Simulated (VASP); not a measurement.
Write the native input for VASP 6.6.1 that does the following.

| Quantity | Value |
| --- | --- |
| Task | single point |
| Functional | r2SCAN |
| Potentials or basis | VASP PAW PBE potentials, release 64 (K_sv, I) |
| Cutoff | 550 eV |
| k mesh | 6 × 6 × 6 |
| Occupations | gaussian, width 0.01 eV |
| Spin | no spin polarisation |
| Dipole correction | no |
| Further INCAR settings | ALGO = Normal; EDIFF = 1e-06; NBANDS = 15 |

KI:

```xyz
2
Lattice="4.4519 0.0000 0.0000 0.0000 4.4519 0.0000 0.0000 0.0000 4.2680" Properties=species:S:1:pos:R:3 pbc="T T T"
K     0.0000    0.0000    0.0000
I     2.2259    2.2259    2.1340
```

This cell differs from its parent crystal: epitaxial xy strain +3.8%.

The input as run:

POSCAR

```
KI
1.0
    4.4518504101      0.0000000000      0.0000000000
    0.0000000000      4.4518504101      0.0000000000
    0.0000000000      0.0000000000      4.2679716329
K I
1 1
Direct
    0.0000000000      0.0000000000      0.0000000000
    0.5000000000      0.5000000000      0.5000000000
```

INCAR.step1

```
SYSTEM = KI
ALGO = Normal ; EDIFF = 1E-5
ENCUT = 550 ; GGA = PE
GGA_COMPAT = .FALSE. ; ISMEAR = 0
LASPH = .TRUE. ; LCHARG = .FALSE.
LREAL = .FALSE. ; LWAVE = .TRUE.
NBANDS = 15 ; NELM = 120
PREC = Accurate ; SIGMA = 0.01
```

INCAR.step2

```
SYSTEM = KI
ALGO = Normal ; EDIFF = 1E-6
ENCUT = 550 ; GGA_COMPAT = .FALSE.
ISIF = 2 ; ISMEAR = 0
ISTART = 1 ; LASPH = .TRUE.
LCHARG = .TRUE. ; LELF = .TRUE.
LMIXTAU = .TRUE. ; LREAL = .FALSE.
LVHAR = .TRUE. ; LWAVE = .FALSE.
METAGGA = R2SCAN ; NBANDS = 15
NELM = 120 ; PREC = Accurate
SIGMA = 0.01
```

KPOINTS

```
k-points
0
G
  6 6 6
  0 0 0
```

Potentials or basis: VASP PAW PBE potentials, release 64 (K_sv, I).

Command:

```console
$ cat potpaw_PBE.64/K_sv/POTCAR potpaw_PBE.64/I/POTCAR > POTCAR
$ cp INCAR.step1 INCAR
$ mpirun -np 1 vasp_std > vasp.out
$ cp INCAR.step2 INCAR
$ mpirun -np 1 vasp_std > vasp.out
```

It gave:

- Pressure: -0.8 GPa
- Band gap on the k mesh: 3.68 eV (least direct gap 3.97 eV)

Caveat: the cell differs from its parent crystal (epitaxial xy strain +3.8%); the PAW data sets were made with another functional, which shifts forces and pressure a little; spin-orbit coupling is left out, which moves the levels of the heavy elements.

Wall time 4.5 min on 1 thread of Intel Xeon 8259CL (shared host), peak memory 0.25 GiB.
